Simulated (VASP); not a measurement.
Crystal: MgF2.

```
CELL_PARAMETERS angstrom
4.61520 0.00000 0.00000
0.00000 4.61520 0.00000
0.00000 0.00000 3.04778
ATOMIC_POSITIONS crystal
Mg 0.50000 0.50000 0.50000
Mg 0.00000 0.00000 0.00000
F 0.69708 0.69708 0.00000
F 0.80292 0.19708 0.50000
F 0.30292 0.30292 0.00000
F 0.19708 0.80292 0.50000
```

- Program: VASP 6.6.1
- Task: relaxation of cell and atoms
- Functional: PBE
- Potentials or basis: VASP PAW PBE potentials, release 64 (Mg, F)
- Cutoff: 600 eV
- k mesh: 6 × 6 × 8
- Occupations: gaussian, width 0.02 eV
- Spin: no spin polarisation

At the start: pressure 4.1 GPa; volume 10.82 Å³/atom.

**Question.** Where does the relaxation end?

**Answer.** Over 5 steps the energy falls by 5.5 meV/atom and the volume is 11.26 Å³/atom (+4.1 %); space group P4_2/mnm (No. 136, to 0.05 Å).

The path:
| step | energy change (eV) | largest force (eV/Å) | pressure (GPa) | volume (Å³) |
| --- | --- | --- | --- | --- |
| 1 | 0.0000 | 0.0225 | 4.12 | 64.92 |
| 2 | -0.0323 | 0.0463 | -0.06 | 67.57 |
| 3 | -0.0323 | 0.0451 | 0.02 | 67.52 |
| 4 | -0.0327 | 0.0213 | 0.01 | 67.55 |
| 5 | -0.0329 | 0.0001 | 0.00 | 67.58 |

Final structure:
```
Mg F
1.0
     4.68135    0.00000    0.00000
     0.00000    4.68135    0.00000
     0.00000    0.00000    3.08388
Mg F
2 4
Direct
  0.50000 0.50000 0.50000
  0.00000 0.00000 0.00000
  0.69662 0.69662 0.00000
  0.80338 0.19662 0.50000
  0.30338 0.30338 0.00000
  0.19662 0.80338 0.50000
```
